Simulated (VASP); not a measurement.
**Pt: single point with PBE**

Crystal: Pt.

```xyz
1
Lattice="0.0000 1.9851 1.9851 1.9851 0.0000 1.9851 1.9851 1.9851 0.0000" Properties=species:S:1:pos:R:3 pbc="T T T"
Pt    0.0000    0.0000    0.0000
```

| Quantity | Value |
| --- | --- |
| Program | VASP 6.6.1 |
| Task | single point |
| Functional | PBE |
| Potentials or basis | VASP PAW PBE potentials, release 64 (Pt) |
| Cutoff | 520 eV |
| k mesh | 18 × 18 × 18 |
| Occupations | gaussian, width 0.1 eV |
| Spin | no spin polarisation |
| Dipole correction | no |
| Further INCAR settings | ALGO = Normal; EDIFF = 1e-06; NBANDS = 11 |

- Pressure: -0.5 GPa
- Band gap on the k mesh: zero (bands 5 and 6 overlap by 2.09 eV)

Levels at points of the mesh, in eV from the Fermi level:
```
           k point  band 2  band 3  band 4  band 5  band 6  band 7  band 8  band 9
(0.00, 0.00, 0.00)   -3.57   -3.57   -3.57   -1.54   -1.54   14.74   19.50   19.50
(0.50, 0.00, 0.00)   -3.63   -3.63   -0.32    0.03    0.03    5.56   14.29   18.73
(0.50, 0.50, 0.00)   -6.25   -0.01    0.45    0.45    1.85    8.49   11.28   11.28
```

Wall time 39 s on 1 thread of Intel Xeon 8259CL, with other jobs on the host, peak memory 0.17 GiB.

Caveat: spin-orbit coupling is left out, which moves the levels of the heavy elements.
